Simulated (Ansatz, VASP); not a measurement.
# Two plane-wave programs on AlN

The input INCAR:

```
SYSTEM = AlN
ALGO = Normal
EDIFF = 1E-6
ENCUT = 520
ISIF = 2
ISMEAR = 0
LASPH = .True.
LCHARG = .False.
LREAL = .False.
LWAVE = .False.
NBANDS = 26
NELM = 80
PREC = Accurate
SIGMA = 0.05
```

Contents of KPOINTS:

```
k-points
0
Gamma
  8 6 4
  0 0 0
```

POSCAR

```
AlN
1.0
   -1.6378403119      2.8368226349      0.0000000000
    0.0000000000      0.0000000000      4.1006264518
    4.9135209358      2.8368226349      0.0000000000
Al N
4 4
Direct
    0.4773599875      0.7500000000      0.0581740538
    1.0000000000      0.7500000000      0.6666666667
    0.0000000000      0.2500000000      0.3333333333
    0.5000000000      0.2500000000      0.8333333333
    0.5000000000      0.2500000000      0.1666666667
    1.0000000000      0.2500000000      0.6666666667
    0.0000000000      0.7500000000      0.3333333333
    0.5000000000      0.7500000000      0.8333333333
```

Input for Ansatz:

```yaml
crystal:
  lattice:
    - [-1.6378403119, 2.8368226349, 0.0]
    - [0.0, 0.0, 4.1006264518]
    - [4.9135209358, 2.8368226349, 0.0]
  atoms:
    - { symbol: Al, position: [0.4773599875, 0.75, 0.0581740538] }
    - { symbol: Al, position: [1.0, 0.75, 0.6666666667] }
    - { symbol: Al, position: [0.0, 0.25, 0.3333333333] }
    - { symbol: Al, position: [0.5, 0.25, 0.8333333333] }
    - { symbol: "N", position: [0.5, 0.25, 0.1666666667] }
    - { symbol: "N", position: [1.0, 0.25, 0.6666666667] }
    - { symbol: "N", position: [0.0, 0.75, 0.3333333333] }
    - { symbol: "N", position: [0.5, 0.75, 0.8333333333] }
basis:
  ecutwfc: 420
kpoints:
  mp_grid: { grid: [8, 6, 4] }
hamiltonian:
  xc: lda
  pseudopotentials: { kind: paw, azcp: { folder: soft_1 } }
scf:
  occupations: { method: gaussian, width: 0.05 }
output:
  forces: true
  stress: true
  eigenvalues: true
```

Alike in both runs: task single point; functional LDA; k mesh 8 × 6 × 4; occupations gaussian, width 0.05 eV; no spin polarisation.

```csv
,VASP,Ansatz
version,VASP 6.6.1,Ansatz 0.2.0
potentials or method,"VASP PAW LDA potentials, release 64 (Al, N), cutoff 520 eV","scalar-relativistic, plane waves, PAW"
valence electrons in the cell,32,32
```

|  | VASP | Ansatz | Ansatz less VASP |
| --- | --- | --- | --- |
| gap on the k mesh at the Fermi level (eV) | 1.43 | 1.42 | -0.015 |
| least direct gap on the mesh (eV) | 1.50 | 1.48 | -0.016 |
| rms of the force components (eV/Å) | 12.817 | 13.154 | +0.3361 |

Ansatz warns that its potentials were made for another functional, while VASP's fit it. LDA's correlation is that of Perdew and Zunger in VASP and of Perdew and Wang (1992) in Ansatz. Atom by atom the forces differ by 0.339 eV/Å (rms over components).
